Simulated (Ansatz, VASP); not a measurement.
**Two plane-wave programs on GaN**

```xyz
4
Lattice="3.1831 0.0000 0.0000 -1.5916 2.7567 0.0000 0.0000 0.0000 4.9094" Properties=species:S:1:pos:R:3 pbc="T T T"
Ga    0.0000    1.8378   -0.0322
Ga    1.5916    0.9189    2.4225
N     0.0000    1.8378    1.8732
N     1.5916    0.9189    4.3279
```

Change from the starting cell: uniaxial_z strain -5.3%.

Alike in both runs: task single point; functional r2SCAN; k mesh 12 × 12 × 6; no spin polarisation.

|  | VASP | Ansatz |
| --- | --- | --- |
| version | VASP 6.6.1 | Ansatz 0.2.0 |
| potentials or method | VASP PAW PBE potentials, release 64 (Ga_d, N) | plane waves, PAW |
| plane-wave cutoff (eV) | 520 | 500 |
| occupations | gaussian, width 0.01 eV | fixed |
| valence electrons in the cell | 36 | 36 |

Ansatz gave:

```
gap on the k mesh at the Fermi level (eV)                     : 2.61
pressure (GPa)                                                : 11.9
traceless stress, the component that is largest in VASP (GPa) : 10.47
rms of the force components (eV/Å)                            : 0.000
```

Task: Which values does VASP return?

Result: gap on the k mesh at the Fermi level (eV): 2.60; pressure (GPa): 13.1; traceless stress, the component that is largest in VASP (GPa): 10.36; rms of the force components (eV/Å): 0.008.

VASP's potentials were made for PBE, not for r2SCAN. Atom by atom the forces differ by 0.008 eV/Å (rms over components).
